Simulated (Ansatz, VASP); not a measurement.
## GaS5: VASP beside Ansatz

```
CELL_PARAMETERS angstrom
3.82249 -4.07811 0.00000
3.82249 4.07811 0.00000
0.00000 0.00000 4.43663
ATOMIC_POSITIONS crystal
Ga 0.00000 0.00000 0.00000
S 0.00000 0.50000 0.50000
S 0.50000 0.00000 0.50000
S 0.00000 0.50000 0.00000
S 0.50000 0.00000 0.00000
S 0.00000 0.00000 0.50000
```

Alike in both runs: functional PBE; k mesh 3 × 3 × 3; occupations gaussian, width 0.2 eV; no spin polarisation.

Ansatz relaxed the structure, and its values are those at the end. VASP's run is a single point on that final structure, the one shown.

```csv
,VASP,Ansatz
version,VASP 6.6.1,Ansatz 0.2.0
potentials or method,"VASP PAW PBE potentials, release 64 (Ga_d, S), cutoff 520 eV","scalar-relativistic, plane waves, PAW"
valence electrons in the cell,43,43
```

|  | VASP | Ansatz | Ansatz less VASP |
| --- | --- | --- | --- |
| gap on the k mesh at the Fermi level (eV) | none | none | - |
| pressure (GPa) | -0.3 | -0.2 | +0.12 |

A gap of «none» marks a metal or a gap that the smearing closes.

The k mesh is coarse, so the values compare programs but aren't converged.
